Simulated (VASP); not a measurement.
**Li: relaxation of cell and atoms with PBEsol**

Crystal: Li.

```
CELL_PARAMETERS angstrom
3.76129 0.00000 0.00000
-1.88065 3.25737 0.00000
0.00000 0.00000 5.34103
ATOMIC_POSITIONS crystal
Li 0.00000 0.00000 0.00000
Li 0.00000 0.00000 0.50000
Li 0.33333 0.66667 0.25000
Li 0.66667 0.33333 0.75000
```

This isn't the form of Li at room conditions, which is bcc.

```json
{
 "Program": "VASP 6.6.1",
 "Task": "relaxation of cell and atoms",
 "Functional": "PBEsol",
 "Potentials or basis": "VASP PAW PBE potentials, release 64 (Li_sv)",
 "Cutoff": "600 eV",
 "k mesh": "10 × 10 × 6",
 "Occupations": "fermi-dirac, width 0.05 eV",
 "Spin": "no spin polarisation",
 "Target pressure": "4.1 GPa",
 "Dipole correction": "no",
 "Further INCAR settings": "ALGO = Normal; EDIFF = 1e-06; IBRION = 2; EDIFFG = -0.005; NSW = 60; ISIF = 3"
}
```

| Quantity | Value |
| --- | --- |
| Relaxed volume | 15.27 Å³/atom |
| Relaxed cell | a = 3.170 Å, b = 3.170 Å, c = 7.019 Å, α = 90.00°, β = 90.00°, γ = 120.00° |
| Space group after relaxing (to 0.1 Å) | P6_3/mmc (No. 194) |
| Energy change on relaxing (the run minimises the enthalpy) | -73.3 meV/atom |
| Ionic steps | 15 |
| Pressure after relaxing | 4.1 GPa |
| Band gap on the k mesh | zero (bands 6 and 7 overlap by 2.47 eV) |

Step by step:
```tsv
step	energy change (eV)	largest force (eV/Å)	pressure (GPa)	volume (Å³)
1	0.0000	0.0000	4.58	65.44
2	-0.0374	0.0000	4.31	65.89
3	-0.1434	0.0000	3.69	67.16
4	-0.3118	0.0000	2.66	69.25
5	-0.4170	0.0000	-0.20	71.75
6	-0.3960	0.0000	1.80	70.43
7	-0.3969	0.0000	2.02	68.89
8	-0.3574	0.0000	2.79	64.09
9	-0.3123	0.0000	3.24	62.07
10	-0.3253	0.0000	3.12	62.57
11	-0.3050	0.0000	3.86	61.56
12	-0.2999	0.0000	4.02	61.36
13	-0.3005	0.0000	3.99	61.38
14	-0.2985	0.0000	4.02	61.30
15	-0.2931	0.0000	4.09	61.08
```

Final structure:
```cif
data_structure
_symmetry_space_group_name_H-M 'P 1'
_symmetry_Int_Tables_number 1
_cell_length_a 3.1700
_cell_length_b 3.1700
_cell_length_c 7.0189
_cell_angle_alpha 90.000
_cell_angle_beta 90.000
_cell_angle_gamma 120.000
_cell_volume 61.08
loop_
_atom_site_label
_atom_site_type_symbol
_atom_site_fract_x
_atom_site_fract_y
_atom_site_fract_z
_atom_site_occupancy
Li1 Li 0.00000 0.00000 0.00000 1
Li2 Li 0.00000 0.00000 0.50000 1
Li3 Li 0.33333 0.66667 0.25000 1
Li4 Li 0.66667 0.33333 0.75000 1
```

Levels at points of the mesh, in eV from the Fermi level:
| k point | band 4 | band 5 | band 6 | band 7 | band 8 | band 9 |
| --- | --- | --- | --- | --- | --- | --- |
| (0.00, 0.00, 0.00) | -45.60 | -3.80 | -1.70 | -1.67 | 3.69 | 7.78 |
| (0.50, 0.00, 0.00) | -45.63 | -0.93 | -0.10 | 0.59 | 1.19 | 4.05 |
| (0.00, 0.00, 0.50) | -45.62 | -3.29 | -3.29 | 1.04 | 1.04 | 10.65 |
| (0.50, 0.00, 0.50) | -45.64 | -0.60 | -0.60 | 0.87 | 0.87 | 5.13 |

Run time: 7.1 min on 1 thread of Intel Xeon 8259CL (shared host), peak memory 0.21 GiB.

Caveat: the cutoff is under 1.25 times the usual one of these potentials, so pressure, stress and relaxed cells hold a basis-set (Pulay) error; the cell is relaxed towards a set pressure, so the run minimises the enthalpy, not the energy; a cell axis changed by over 15 % at a fixed basis, so the end point is rough; the PAW data sets were made with another functional, which shifts forces and pressure a little.
